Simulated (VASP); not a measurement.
Write the native input for VASP 6.6.1 that does the following.

| Quantity | Value |
| --- | --- |
| Task | relaxation of shape and atoms at fixed volume |
| Functional | PBE |
| Potentials or basis | VASP PAW PBE potentials, release 64 (Hf_pv, C) |
| Cutoff | 600 eV |
| k mesh | 10 × 10 × 6 |
| Occupations | fermi-dirac, width 0.05 eV |
| Spin | no spin polarisation |
| Dipole correction | no |
| Further INCAR settings | ALGO = Normal; EDIFF = 1e-06; IBRION = 2; EDIFFG = -0.005; NSW = 50; ISIF = 4 |

The structure of HfC (NiAs type) lies in POSCAR:

```
HfC
1.0
    3.1995469088      0.0000000000      0.0000000000
   -1.5997734544      2.7708889036      0.0000000000
    0.0000000000      0.0000000000      5.6488016028
Hf C
2 2
Direct
    0.0000000000      0.0000000000      0.0000000000
    0.0000000000      0.0000000000      0.5000000000
    0.3333333333      0.6666666667      0.2500000000
    0.6666666667      0.3333333333      0.7500000000
```

One way to write it, as run:

INCAR

```
SYSTEM = HfC
ALGO     = Normal         ! electronic algorithm
EDIFF    = 1E-6           ! SCF threshold, eV
EDIFFG   = -0.005         ! ionic threshold
ENCUT    = 600            ! plane-wave cutoff, eV
GGA      = PE             ! functional
IBRION   = 2              ! ionic algorithm
ISIF     = 4              ! what is computed and relaxed
ISMEAR   = -1             ! smearing method
LASPH    = .True.         ! aspherical terms in the spheres
LCHARG   = .False.        ! write CHGCAR
LREAL    = .False.        ! projectors in reciprocal space
LWAVE    = .False.        ! write WAVECAR
NELM     = 60             ! most SCF steps
NSW      = 50             ! ionic steps
PREC     = Accurate       ! precision mode
SIGMA    = 0.05           ! smearing width, eV
```

KPOINTS

```
k-points
0
Gamma
  10 10 6
  0 0 0
```

Potentials or basis: VASP PAW PBE potentials, release 64 (Hf_pv, C).

The run is started by

```sh
$ cat potpaw_PBE.64/Hf_pv/POTCAR potpaw_PBE.64/C/POTCAR > POTCAR
$ mpirun -np 1 vasp_std > vasp.out
```

Results of the run:

- Energy gained by relaxing: 0.4 meV/atom
- Ionic steps: 3
- Pressure after relaxing: 13.8 GPa
- Band gap on the k mesh: zero (band 14 reaches 7.31 eV, above the bottom of band 15 at 5.68 eV)

Caveat: spin-orbit coupling is left out, which moves the levels of the heavy elements.

Run time: 73 s on 1 thread of AMD EPYC 9R45 96-Core Processor (Zen 5) (shared host), peak memory 0.2 GiB.
